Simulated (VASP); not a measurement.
Here is a VASP 6.6.1 calculation.

File INCAR:

```
ALGO = Normal
EDIFF = 1E-7
ENCUT = 520
GGA = PE
ISIF = 2
ISMEAR = 0
LASPH = T
LCHARG = F
LREAL = F
LWAVE = F
NBANDS = 12
NELM = 100
PREC = Accurate
SIGMA = 0.15
```

The input KPOINTS:

```
k-points
0
Gamma
  18 18 18
```

POSCAR

```
Zr
1.0
    0.0000000000      2.2550000000      2.2550000000
    2.2550000000      0.0000000000      2.2550000000
    2.2550000000      2.2550000000      0.0000000000
Zr
1
Direct
    0.0000000000      0.0000000000      0.0000000000
```

Potentials or basis: VASP PAW PBE potentials, release 64 (Zr_sv).

The run is started by

```bash
$ cat potpaw_PBE.64/Zr_sv/POTCAR > POTCAR
$ mpirun -np 1 vasp_std > vasp.out
```

(1) Estimate the band gap on the k mesh.

(2) Estimate the pressure.

Answers

(1) zero (band 6 reaches 10.04 eV, above the bottom of band 7 at 8.48 eV).

(2) 1.1 GPa.
